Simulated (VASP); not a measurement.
Write the native input for VASP 6.6.1 that does the following.

- Task: electric field gradients
- Functional: PBEsol
- Potentials or basis: VASP PAW PBE potentials, release 64 (Bi_d)
- Cutoff: 520 eV
- k mesh: 9 × 9 × 3
- Occupations: fermi-dirac, width 0.03 eV
- Spin: no spin polarisation
- Dipole correction: no
- Further INCAR settings: ALGO = Normal; EDIFF = 1e-08; NBANDS = 22

The structure of Bi lies in POSCAR:

```
Bi
1.0
    4.5390002997      0.0000000000      0.0000000000
   -2.2695001499      3.9308895674      0.0000000000
    0.0000000000      0.0000000000     11.9472900000
Bi
2
Direct
    0.3333333333      0.6666666667      0.2500000000
    0.6666666667      0.3333333333      0.7500000000
```

This cell differs from its parent crystal: zz strain of +1 %.

These files were run (other wordings do the same):

INCAR

```
  ALGO = Normal
  EDIFF = 1E-8
  ENCUT = 520
  GGA = PS
  ISIF = 2
  ISMEAR = -1
  LASPH = True
  LCHARG = False
  LEFG = True
  LREAL = False
  LWAVE = False
  NBANDS = 22
  NELM = 100
  PREC = Accurate
  SIGMA = 0.03
```

KPOINTS

```
k-points
0
Gamma
  9 9 3
```

Potentials or basis: VASP PAW PBE potentials, release 64 (Bi_d).

Launch:

```sh
$ cat potpaw_PBE.64/Bi_d/POTCAR > POTCAR
$ mpirun -np 1 vasp_std > vasp.out
```

Results of the run:

```json
{
  "Pressure": "-3.5 GPa",
  "Band gap on the k mesh": "zero (band 15 reaches 0.24 eV, above the bottom of band 16 at -1.90 eV)"
}
```

Caveat: the cell differs from its parent crystal (zz strain of +1 %); without QUAD_EFG the Cq values of the log hold for a quadrupole moment of 1 mb, not for the nuclei; the PAW data sets were made with another functional, which shifts forces and pressure a little; spin-orbit coupling is left out, which moves the levels of the heavy elements.

Run time: 45 s on 1 thread of Intel(R) Xeon(R) 6975P-C (Granite Rapids), with other jobs on the host, peak memory 0.37 GiB.
